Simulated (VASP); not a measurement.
# MgTeF6 (P4/mmm) in VASP: notebook, part 2 of 2

VASP 6.6.1.

## Step 3: Single point, PBE

The input, INCAR:

```
SYSTEM = MgTeF6
ALGO = Normal ; EDIFF = 1E-7
ENCUT = 520 ; GGA = PE
ISIF = 2 ; ISMEAR = 0
LASPH = .True. ; LCHARG = .False.
LREAL = .False. ; LWAVE = .False.
NBANDS = 35 ; NELM = 100
PREC = Accurate ; SIGMA = 0.02
```

The input, KPOINTS:

```
k-points
0
Gamma
  8 8 4
  0 0 0
```

The input, POSCAR:

```
MgTeF6
1.0
    3.4641867936      0.0000000000      0.0000000000
    0.0000000000      3.4641867936      0.0000000000
    0.0000000000      0.0000000000      7.2068253257
Mg Te F
1 1 6
Direct
    0.0000000000      0.0000000000      0.0000000000
    0.0000000000      0.0000000000      0.5000000000
    0.5000000000      0.5000000000      0.0000000000
    0.5000000000      0.5000000000      0.5000000000
    0.5000000000      0.0000000000      0.2789147005
    0.5000000000      0.0000000000      0.7210852995
    0.0000000000      0.5000000000      0.2789147005
    0.0000000000      0.5000000000      0.7210852995
```

Potentials or basis: VASP PAW PBE potentials, release 64 (Mg, Te, F).

Command:

```sh
$ cat potpaw_PBE.64/Mg/POTCAR potpaw_PBE.64/Te/POTCAR potpaw_PBE.64/F/POTCAR > POTCAR
$ mpirun -np 1 vasp_std > vasp.out
```

OUTCAR:

```text
SYSTEM = MgTeF6
   EDIFF = 1E-7
   ENCUT = 520
   GGA = PE
   ISIF = 2
   ISMEAR = 0
   LASPH = .True.
   LREAL = .False.
   NELM = 100
   PREC = Accurate

 ion  position               nearest neighbor table
   1  0.000  0.000  0.000-   3 2.45   3 2.45   3 2.45   3 2.45   8 2.65   5 2.65   7 2.65   8 2.65
                             6 2.65   5 2.65   6 2.65   7 2.65   2 3.60   2 3.60
   2  0.000  0.000  0.500-   5 2.35   6 2.35   7 2.35   8 2.35   7 2.35   8 2.35   5 2.35   6 2.35
                             4 2.45   4 2.45   4 2.45   4 2.45   1 3.60   1 3.60
   3  0.500  0.500  0.000-   1 2.45   1 2.45   1 2.45   1 2.45
   4  0.500  0.500  0.500-   2 2.45   2 2.45   2 2.45   2 2.45
   5  0.500  0.000  0.279-   2 2.35   2 2.35   1 2.65   1 2.65
   6  0.500  0.000  0.721-   2 2.35   2 2.35   1 2.65   1 2.65
   7  0.000  0.500  0.279-   2 2.35   2 2.35   1 2.65   1 2.65
   8  0.000  0.500  0.721-   2 2.35   2 2.35   1 2.65   1 2.65

  LATTYP: Found a simple tetragonal cell.
 ALAT       =     3.4641867936
 C/A-ratio  =     2.0803801166

  Lattice vectors:

 A1 = (   3.4641867936,   0.0000000000,   0.0000000000)
 A2 = (   0.0000000000,   3.4641867936,   0.0000000000)
 A3 = (   0.0000000000,   0.0000000000,   7.2068253257)

Analysis of symmetry for initial positions (statically):
=====================================================================
 Subroutine PRICEL returns:
 Original cell was already a primitive cell.

 Routine SETGRP: Setting up the symmetry group for a
 simple tetragonal supercell.

 Subroutine GETGRP returns: Found 16 space group operations
 (whereof 16 operations were pure point group operations)
 out of a pool of 16 trial point group operations.

The static configuration has the point symmetry D_4h.

Analysis of symmetry for dynamics (positions and initial velocities):
=====================================================================
 Subroutine PRICEL returns:
 Original cell was already a primitive cell.

 Routine SETGRP: Setting up the symmetry group for a
 simple tetragonal supercell.

 Subroutine GETGRP returns: Found 16 space group operations
 (whereof 16 operations were pure point group operations)
 out of a pool of 16 trial point group operations.

The dynamic configuration has the point symmetry D_4h.

 Subroutine INISYM returns: Found 16 space group operations
 (whereof 16 operations are pure point group operations),
 and found     1 'primitive' translations

----------------------------------------------------------------------------------------

                                     Primitive cell

  volume of cell :      86.4862

  direct lattice vectors                    reciprocal lattice vectors
     3.464186794  0.000000000  0.000000000     0.288668037  0.000000000  0.000000000
     0.000000000  3.464186794  0.000000000     0.000000000  0.288668037  0.000000000
     0.000000000  0.000000000  7.206825326     0.000000000  0.000000000  0.138757352

  length of vectors
     3.464186794  3.464186794  7.206825326     0.288668037  0.288668037  0.138757352

  position of ions in fractional coordinates (direct lattice)
     0.000000000  0.000000000  0.000000000
     0.000000000  0.000000000  0.500000000
[... 50 lines left out ...]
  0.500000  0.000000  0.000000      2.000000
  0.125000  0.125000  0.000000      4.000000
[... 16 lines left out ...]
  0.375000  0.125000  0.250000     16.000000
  0.500000  0.125000  0.250000      8.000000
 [... further k-points ...]
   k-points           NKPTS =     45   k-points in BZ     NKDIM =     45   number of bands    NBANDS=     35
   number of dos      NEDOS =    301   number of ions     NIONS =      8
   total plane-waves  NPLWV =  42336
   dimension x,y,z NGX =    28 NGY =   28 NGZ =   54
   dimension x,y,z NGXF=    56 NGYF=   56 NGZF=  108
   ions per type =               1   1   6
   NGX,Y,Z   is equivalent  to a cutoff of  13.44, 13.44, 12.46 a.u.
   NGXF,Y,Z  is equivalent  to a cutoff of  26.87, 26.87, 24.91 a.u.
 SYSTEM =  MgTeF6
   PREC   = accura    normal or accurate (medium, high low for compatibility)
   ISTART =      0    job   : 0-new  1-cont  2-samecut
   ICHARG =      2    charge: 1-file 2-atom 10-const
   ISPIN  =      1    spin polarized calculation?
   LNONCOLLINEAR =      F non collinear calculations
   LSORBIT =      F    spin-orbit coupling
   LASPH  =      T    aspherical Exc in radial PAW
   ENCUT  =  520.0 eV  38.22 Ry    6.18 a.u.   6.44  6.44 13.40*2*pi/ulx,y,z
   NELM   =    100;   NELMIN=  2; NELMDL= -5     # of ELM steps
   EDIFF  = 0.1E-06   stopping-criterion for ELM
   LREAL  =      F    real-space projection
   EDIFFG = 0.1E-05   stopping-criterion for IOM
   NSW    =      0    number of steps for IOM
   IBRION =     -1    ionic relax: 0-MD 1-quasi-New 2-CG
   NFREE  =      0    steps in history (QN), initial steepest desc. (CG)
   ISIF   =      2    stress and relaxation
   ISYM   =      2    0-nonsym 1-usesym 2-fastsym
   POTIM  = 0.5000    time-step for ionic-motion
   TEBEG  =    0.0;   TEEND  =   0.0 temperature during run
   PSTRESS=    0.0 pullay stress
   NELECT =      50.0000    total number of electrons
   NUPDOWN=      -1.0000    fix difference up-down
   EMIN   =  10.00;   EMAX   =-10.00  energy-range for DOS
   EFERMI =   0.00;   METHOD = LEGACY
   ISMEAR =     0;   SIGMA  =   0.02  broadening in eV -4-tet -1-fermi 0-gaus
   EFERMI_NEDOS =   21; number of points for ismear=-14 and -15
   IALGO  =     38    algorithm
   IMIX   =      4    mixing-type and parameters
     AMIX     =   0.40;   BMIX     =  1.00
     AMIX_MAG =   1.60;   BMIX_MAG =  1.00
  volume/ion in A,a.u.               =      10.81        72.95
  Fermi-wavevector in a.u.,A,eV,Ry     =   1.363796  2.577200 25.306000  1.859939
  Thomas-Fermi vector in A             =   2.490167
   LORBIT       =      0    0 simple, 1 ext, 2 COOP (PROOUT), +10 PAW based schemes
   GGA     = PE    functional components
   LHFCALC =     F    Hartree Fock is set to
   AEXX    =    0.0000 exact exchange contribution
   IVDW    =     0    specifies the selected vdW correction
   LEPSILON=     F    determine dielectric tensor
   LRPA    =     F    only Hartree local field effects (RPA)
 non-spin polarized calculation
 Gauss-broadening in eV      SIGMA  =   0.02
  energy-cutoff  :      520.00
  volume of cell :       86.49
 maximum number of plane-waves:      2363
 NGX is ok and might be reduce to    28
   NGX = 13   NGY = 13   NGZ = 27

 number of electron      49.9999919 magnetization

 Free energy of the ion-electron system (eV)
  ---------------------------------------------------
  ext. energy  EPLUGINS =         0.00000000
  ---------------------------------------------------
  free energy    TOTEN  =       -30.21830423 eV

  energy without entropy =      -30.21830423  energy(sigma->0) =      -30.21830423

 E-fermi :   2.9680     XC(G=0): -10.7183

 val. band max:        2.8731233392   @ k =   0.5000   0.5000   0.0000
 cond. band min:       4.6317692267   @ k =   0.0000   0.0000   0.5000
 fundamental gap:      1.7586458875
 Fermi energy:         2.9679767350

 k-point     1 :       0.0000    0.0000    0.0000
  band No.  band energies     occupation
      1     -19.9205      2.00000
      2     -18.8436      2.00000
      3     -17.8169      2.00000
      4     -17.5083      2.00000
      5     -17.4638      2.00000
      6     -17.1132      2.00000
[... 901 lines left out ...]
     34      17.8074      0.00000
     35      18.3778      0.00000

 [... further k-points ...]

------------------------ aborting loop because EDIFF is reached ----------------------------------------

  FORCE on cell =-STRESS in cart. coord.  units (eV):
  Direction    XX          YY          ZZ          XY          YZ          ZX
  --------------------------------------------------------------------------------------
  -------------------------------------------------------------------------------------
  Total       -0.5251595     -0.5251595     -0.5066245      0.0000000     -0.0000000      0.0000000
  in kB       -9.7287080     -9.7287080     -9.3853432      0.0000000     -0.0000000      0.0000000
  external PRESSURE =      -9.6142531 kB  Pullay stress =       0.0000000 kB

 VOLUME and BASIS-vectors are now :
 -----------------------------------------------------------------------------
  energy-cutoff  :      520.00
  volume of cell :       86.49
      direct lattice vectors                 reciprocal lattice vectors
     3.464186794  0.000000000  0.000000000     0.288668037  0.000000000  0.000000000
     0.000000000  3.464186794  0.000000000     0.000000000  0.288668037  0.000000000
     0.000000000  0.000000000  7.206825326     0.000000000  0.000000000  0.138757352

 POSITION                                       TOTAL-FORCE (eV/Angst)
 -----------------------------------------------------------------------------------
      0.00000      0.00000      0.00000        -0.000000     -0.000000     -0.000000
      0.00000      0.00000      3.60341        -0.000000     -0.000000     -0.000000
      1.73209      1.73209      0.00000        -0.000000     -0.000000     -0.000000
      1.73209      1.73209      3.60341        -0.000000     -0.000000     -0.000000
      1.73209      0.00000      2.01009         0.000000     -0.000000      0.023496
      1.73209      0.00000      5.19674         0.000000     -0.000000     -0.023496
      0.00000      1.73209      2.01009         0.000000      0.000000      0.023496
      0.00000      1.73209      5.19674        -0.000000      0.000000     -0.023496
 -----------------------------------------------------------------------------------
    total drift:                                0.000000      0.000000      0.000000

  FREE ENERGIE OF THE ION-ELECTRON SYSTEM (eV)
  ---------------------------------------------------
  free  energy   TOTEN  =       -30.2183042310 eV

  energy  without entropy=      -30.2183042310  energy(sigma->0) =      -30.21830423
```

Wall time 2.7 min (1 thread of Oxide Virtual Turin-like, shared host); peak memory 0.23 GiB.

What came out:

| Quantity | Value |
| --- | --- |
| Free energy | -30.2183 eV |
| Pressure | -1.0 GPa |
| Largest force | 0.023 eV/Å |
| Band gap on the k mesh | 1.76 eV (least direct gap 2.02 eV) |

Forces in eV/Å, atoms in the order of the input:
```
Mg   0.000  0.000  0.000
Te   0.000  0.000  0.000
F    0.000  0.000  0.000
F    0.000  0.000  0.000
F    0.000  0.000  0.023
F    0.000  0.000 -0.023
F    0.000  0.000  0.023
F    0.000  0.000 -0.023
```

Caveat: spin-orbit coupling is left out, which moves the levels of the heavy elements. A k mesh can miss the band edges.

## Step 4: Relaxation of cell and atoms, PBE

This run uses another cell than the first one, of 14.85 Å³/atom.

The input, INCAR:

```
SYSTEM = MgTeF6
PREC = Accurate ; ENCUT = 600
EDIFF = 1E-6 ; ISMEAR = 0
SIGMA = 0.1 ; LREAL = .False.
LASPH = .True. ; NELM = 100
ALGO = Normal ; ISIF = 3
LWAVE = .False. ; LCHARG = .False.
GGA = PE ; IBRION = 2
NSW = 90 ; EDIFFG = -0.04
```

The input, KPOINTS:

```
regular mesh
0
Gamma
  4 4 2
  0 0 0
```

The input, POSCAR:

```
MgTeF6
1.0
    3.9091087200      0.0000000000      0.0000000000
    0.0000000000      3.9091087200      0.0000000000
    0.0000000000      0.0000000000      7.7743925000
Mg Te F
1 1 6
Direct
    0.0000000000      0.0000000000      0.0000000000
    0.0000000000      0.0000000000      0.5000000000
    0.5000000000      0.5000000000      0.0000000000
    0.5000000000      0.5000000000      0.5000000000
    0.5000000000      0.0000000000      0.2477058200
    0.5000000000      0.0000000000      0.7522941800
    0.0000000000      0.5000000000      0.2477058200
    0.0000000000      0.5000000000      0.7522941800
```

Command:

```sh
$ cat potpaw_PBE.64/Mg/POTCAR potpaw_PBE.64/Te/POTCAR potpaw_PBE.64/F/POTCAR > POTCAR
$ mpirun -np 1 vasp_std > vasp.out
```

It took 6.6 min on 1 thread of Oxide Virtual Turin-like, shared host; peak memory 0.24 GiB.

The run converged. Its results:

| Item | Value |
| --- | --- |
| Free energy | -30.3352 eV |
| Relaxed volume | 10.70 Å³/atom |
| Relaxed cell | a = 3.456 Å, b = 3.456 Å, c = 7.164 Å, α = 90.00°, β = 90.00°, γ = 90.00° |
| Space group after relaxing (to 0.1 Å) | P4/mmm (No. 123) |
| Energy gained by relaxing | 486.0 meV/atom |
| Ionic steps | 9 |
| Pressure after relaxing | -0.1 GPa |
| Largest force after relaxing | 0.040 eV/Å |
| Band gap on the k mesh | 1.76 eV (least direct gap 1.99 eV) |

Forces on the atoms (eV/Å):
```
Mg   0.000  0.000  0.000
Te   0.000  0.000  0.000
F    0.000  0.000  0.000
F    0.000  0.000  0.000
F    0.000  0.000  0.040
F    0.000  0.000 -0.040
F    0.000  0.000  0.040
F    0.000  0.000 -0.040
```

Stress tensor (GPa, compression positive):
```
-0.16  0.00  0.00
 0.00 -0.16  0.00
 0.00  0.00 -0.04
```

Step by step:
| step | energy change (eV) | largest force (eV/Å) | pressure (GPa) | volume (Å³) |
| --- | --- | --- | --- | --- |
| 1 | 0.0000 | 1.1734 | -19.37 | 118.80 |
| 2 | -3.2170 | 1.2518 | -9.98 | 90.52 |
| 3 | -3.5735 | 0.9446 | 0.98 | 81.89 |
| 4 | -3.5726 | 0.9089 | 2.08 | 81.24 |
| 5 | -3.7366 | 0.4709 | 3.46 | 81.33 |
| 6 | -3.8057 | 0.0700 | 5.58 | 81.42 |
| 7 | -3.8820 | 0.1066 | -1.62 | 86.55 |
| 8 | -3.8853 | 0.0755 | -0.49 | 85.64 |
| 9 | -3.8882 | 0.0396 | -0.12 | 85.59 |

Final structure:
```xyz
8
Lattice="3.4563 0.0000 0.0000 0.0000 3.4563 0.0000 0.0000 0.0000 7.1643" Properties=species:S:1:pos:R:3 pbc="T T T"
Mg    0.0000    0.0000    7.1643
Te    0.0000    0.0000    3.5821
F     1.7282    1.7282    7.1643
F     1.7282    1.7282    3.5821
F     1.7282    3.4563    1.9892
F     1.7282    0.0000    5.1750
F     0.0000    1.7282    1.9892
F     0.0000    1.7282    5.1750
```

Levels at points of the mesh, in eV from the valence-band top:
| k point | band 22 | band 23 | band 24 | band 25 | band 26 | band 27 | band 28 | band 29 |
| --- | --- | --- | --- | --- | --- | --- | --- | --- |
| (0.00, 0.00, 0.00) | -0.79 | -0.56 | -0.56 | -0.43 | 2.44 | 4.62 | 4.98 | 4.98 |
| (0.50, 0.00, 0.00) | -0.72 | -0.69 | -0.53 | -0.05 | 2.70 | 3.51 | 4.46 | 6.89 |
| (0.50, 0.50, 0.00) | -1.01 | -0.13 | -0.09 | 0.00 | 4.50 | 4.50 | 4.86 | 6.65 |
| (0.00, 0.00, 0.50) | -0.71 | -0.70 | -0.70 | -0.23 | 1.76 | 4.97 | 4.97 | 5.38 |
| (0.50, 0.00, 0.50) | -0.95 | -0.76 | -0.37 | -0.23 | 2.88 | 3.52 | 4.44 | 7.06 |
| (0.50, 0.50, 0.50) | -0.55 | -0.51 | -0.12 | -0.09 | 4.48 | 4.48 | 4.50 | 6.88 |

Caveat: the volume moved by over 15 % at a fixed basis, so the end points are rough; spin-orbit coupling is left out, which moves the levels of the heavy elements. A k mesh can miss the band edges.

## Step 5: Relaxation of cell and atoms, PBE

The input, INCAR:

```
PREC = Accurate
ENCUT = 600
EDIFF = 1E-7
ISMEAR = 0
SIGMA = 0.1
LREAL = False
LASPH = True
NELM = 100
ALGO = Normal
ISIF = 3
LWAVE = False
LCHARG = False
GGA = PE
IBRION = 2
NSW = 90
EDIFFG = -0.04
```

The input, KPOINTS:

```
Automatic mesh
0
Gamma
  6 6 4
```

The input, POSCAR:

```
MgTeF6
1.0
    3.4648466689      0.0000000000      0.0000000000
    0.0000000000      3.4648466689      0.0000000000
    0.0000000000      0.0000000000      7.2142187427
Mg Te F
1 1 6
Direct
    0.0000000000      0.0000000000      0.0000000000
    0.0000000000      0.0000000000      0.5000000000
    0.5000000000      0.5000000000      0.0000000000
    0.5000000000      0.5000000000      0.5000000000
    0.5000000000      0.0000000000      0.2791476558
    0.5000000000      0.0000000000      0.7208523442
    0.0000000000      0.5000000000      0.2791476558
    0.0000000000      0.5000000000      0.7208523442
```

Command:

```sh
$ cat potpaw_PBE.64/Mg/POTCAR potpaw_PBE.64/Te/POTCAR potpaw_PBE.64/F/POTCAR > POTCAR
$ mpirun -np 1 vasp_std > vasp.out
```

Wall time 4.7 min (1 thread of Oxide Virtual Turin-like, shared host); peak memory 0.23 GiB.

Results (log left out):

| Property | Result |
| --- | --- |
| Free energy | -30.2325 eV |
| Relaxed volume | 10.72 Å³/atom |
| Relaxed cell | a = 3.454 Å, b = 3.454 Å, c = 7.189 Å, α = 90.00°, β = 90.00°, γ = 90.00° |
| Space group after relaxing (to 0.1 Å) | P4/mmm (No. 123) |
| Energy gained by relaxing | 0.4 meV/atom |
| Ionic steps | 4 |
| Pressure after relaxing | 0.0 GPa |
| Largest force after relaxing | 0.028 eV/Å |
| Band gap on the k mesh | 1.81 eV (least direct gap 2.07 eV) |

Forces on the atoms (eV/Å):
```
Mg   0.000  0.000  0.000
Te   0.000  0.000  0.000
F    0.000  0.000  0.000
F    0.000  0.000  0.000
F    0.000  0.000 -0.028
F    0.000  0.000  0.028
F    0.000  0.000 -0.028
F    0.000  0.000  0.028
```

Stress tensor (GPa, compression positive):
```
 0.03  0.00  0.00
 0.00  0.03  0.00
 0.00  0.00 -0.10
```

The path:
```
step  energy change (eV)  largest force (eV/Å)  pressure (GPa)  volume (Å³)
   1              0.0000                0.0196           -1.20        86.61
   2             -0.0028                0.0586            0.29        85.60
   3             -0.0030                0.0420           -0.02        85.81
   4             -0.0033                0.0276           -0.01        85.74
```

Final structure:
```
CELL_PARAMETERS angstrom
3.45364 0.00000 0.00000
0.00000 3.45364 0.00000
0.00000 0.00000 7.18870
ATOMIC_POSITIONS crystal
Mg 0.00000 0.00000 0.00000
Te 0.00000 0.00000 0.50000
F 0.50000 0.50000 0.00000
F 0.50000 0.50000 0.50000
F 0.50000 0.00000 0.27899
F 0.50000 0.00000 0.72101
F 0.00000 0.50000 0.27899
F 0.00000 0.50000 0.72101
```

Levels at points of the mesh, in eV from the valence-band top:
```tsv
k point	band 22	band 23	band 24	band 25	band 26	band 27	band 28	band 29
(0.00, 0.00, 0.00)	-0.75	-0.53	-0.53	-0.45	2.50	4.56	5.07	5.07
(0.50, 0.00, 0.00)	-0.70	-0.63	-0.54	-0.03	2.79	3.60	4.55	6.85
(0.50, 0.50, 0.00)	-1.01	-0.08	-0.05	0.00	4.58	4.58	4.96	6.61
(0.00, 0.00, 0.50)	-0.68	-0.65	-0.65	-0.26	1.81	5.06	5.06	5.32
(0.50, 0.00, 0.50)	-0.90	-0.69	-0.42	-0.17	2.97	3.61	4.53	7.01
(0.50, 0.50, 0.50)	-0.56	-0.49	-0.08	-0.05	4.57	4.57	4.58	6.86
```

Caveat: spin-orbit coupling is left out, which moves the levels of the heavy elements. A k mesh can miss the band edges.

## Step 6: The runs side by side

```tsv
task	cell	k mesh	cutoff (eV)	smearing	gap on the mesh (eV)	pressure (GPa)	relaxed volume (Å³/atom)	largest force (eV/Å)
single point	a = 3.465, b = 3.465, c = 7.214 Å, 8 atoms, atomic positions A	6 × 6 × 4	520	gaussian 0.1 eV	1.76	-1.1	-	0.02
single point	a = 3.464, b = 3.464, c = 7.207 Å, 8 atoms, atomic positions B	8 × 8 × 4	520	gaussian 0.02 eV	1.76	-1.0	-	0.02
relaxation of cell and atoms	relaxed from a = 3.909, b = 3.909, c = 7.774 Å, 8 atoms, atomic positions C	4 × 4 × 2	600	gaussian 0.1 eV	1.76	-0.1	10.70	0.04
relaxation of cell and atoms	relaxed from a = 3.465, b = 3.465, c = 7.214 Å, 8 atoms, atomic positions A	6 × 6 × 4	600	gaussian 0.1 eV	1.81	0.0	10.72	0.03
```

Alike in all rows: level PBE; potentials or basis VASP PAW PBE potentials, release 64 (Mg, Te, F); no spin polarisation.

Caveats: spin-orbit coupling is left out, which moves the levels of the heavy elements; the volume moved by over 15 % at a fixed basis, so the end points are rough (at least some runs).

Absolute energies hang on the potentials; compare differences alone.
